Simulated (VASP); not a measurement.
## CoSi (CsCl type): single point with PBE

The system is CoSi (CsCl type).

```
CELL_PARAMETERS angstrom
2.43610 0.00000 0.00000
0.00000 2.43610 0.00000
0.00000 0.00000 2.43610
ATOMIC_POSITIONS crystal
Co 0.00000 0.00000 0.00000
Si 0.50000 0.50000 0.50000
```

```yaml
Program: VASP 6.6.1
Task: single point
Functional: PBE
Potentials_or_basis: VASP PAW PBE potentials, release 64 (Co, Si)
Cutoff: 520 eV
k_mesh: 16 × 16 × 16
Occupations: fermi-dirac, width 0.05 eV
Spin: no spin polarisation
Dipole_correction: no
Further_INCAR_settings: ALGO = Normal; EDIFF = 1e-06; NBANDS = 14
```

```
Pressure               : 212.4 GPa
Band gap on the k mesh : zero (an odd number of electrons rules out a gap without spin polarisation)
```

Levels at points of the mesh, in eV from the Fermi level:
| k point | band 3 | band 4 | band 5 | band 6 | band 7 | band 8 | band 9 | band 10 | band 11 | band 12 |
| --- | --- | --- | --- | --- | --- | --- | --- | --- | --- | --- |
| (0.00, 0.00, 0.00) | -6.88 | -2.28 | -2.28 | -2.28 | 4.46 | 4.46 | 4.46 | 8.71 | 8.71 | 20.90 |
| (0.50, 0.00, 0.00) | -5.41 | -4.36 | -4.36 | -1.97 | -0.24 | 5.77 | 11.02 | 11.02 | 12.44 | 12.44 |
| (0.50, 0.50, 0.00) | -7.12 | -6.57 | -3.85 | -3.85 | -0.87 | 3.09 | 3.89 | 12.03 | 17.13 | 17.96 |
| (0.50, 0.50, 0.50) | -9.16 | -0.79 | -0.79 | 0.70 | 0.70 | 0.70 | 1.36 | 5.71 | 5.71 | 5.71 |

Wall time 21 s on 1 thread of Intel Xeon 8259CL, with other jobs on the host, peak memory 0.15 GiB.

Caveat: the cell stands under pressure; the run has no spin polarisation, though such a crystal can be magnetic. Spin polarisation is off, so any magnetic state and its effect on volume and gap are missing.
